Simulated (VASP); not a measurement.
Here is a VASP 6.6.1 calculation.

File INCAR:

```
  ALGO = Normal
  EDIFF = 1E-7
  EDIFFG = -0.01
  ENCUT = 500
  GGA = PE
  GGA_COMPAT = False
  IBRION = 2
  ISIF = 4
  ISMEAR = 0
  IVDW = 12
  LASPH = True
  LCHARG = False
  LREAL = False
  LWAVE = False
  NELM = 120
  NELMIN = 4
  NSW = 50
  PREC = Accurate
  SIGMA = 0.02
```

File KPOINTS:

```
k-points
0
Gamma
  4 8 6
```

Contents of POSCAR:

```
GeS
1.0
   10.4334821399      0.0000000000      0.0000000000
    0.0000000000      3.6360253317      0.0000000000
    0.0000000000      0.0000000000      4.2339802048
Ge S
4 4
Direct
    0.1235034140      0.2500000000      0.1310202733
    0.3764965860      0.7500000000      0.6310202733
    0.6235034140      0.2500000000      0.3689797267
    0.8764965860      0.7500000000      0.8689797267
    0.8506989042      0.2500000000      0.4934601018
    0.6493010958      0.7500000000     -0.0065398982
    0.3506989042      0.2500000000      1.0065398982
    0.1493010958      0.7500000000      0.5065398982
```

Potentials or basis: VASP PAW PBE potentials, release 64 (Ge_d, S).

Command:

```bash
$ cat potpaw_PBE.64/Ge_d/POTCAR potpaw_PBE.64/S/POTCAR > POTCAR
$ mpirun -np 1 vasp_std > vasp.out
```

**Question.** Predict the dispersion energy per atom.

**Answer.** -0.327 eV.

**Question.** Estimate the band gap on the k mesh.

**Answer.** 0.98 eV (least direct gap 1.20 eV).

Step by step:
```
step  energy change (eV)  largest force (eV/Å)  pressure (GPa)  volume (Å³)
   1              0.0000                0.2170            3.04       160.62
   2             -0.0100                0.1032            2.56       160.62
   3             -0.0131                0.0292            2.09       160.62
   4             -0.0131                0.0280            2.11       160.62
   5             -0.0141                0.0148            2.06       160.62
   6             -0.0145                0.0245            1.94       160.62
   7             -0.0147                0.0133            1.99       160.62
   8             -0.0148                0.0080            1.98       160.62
```

A k mesh can miss the band edges.
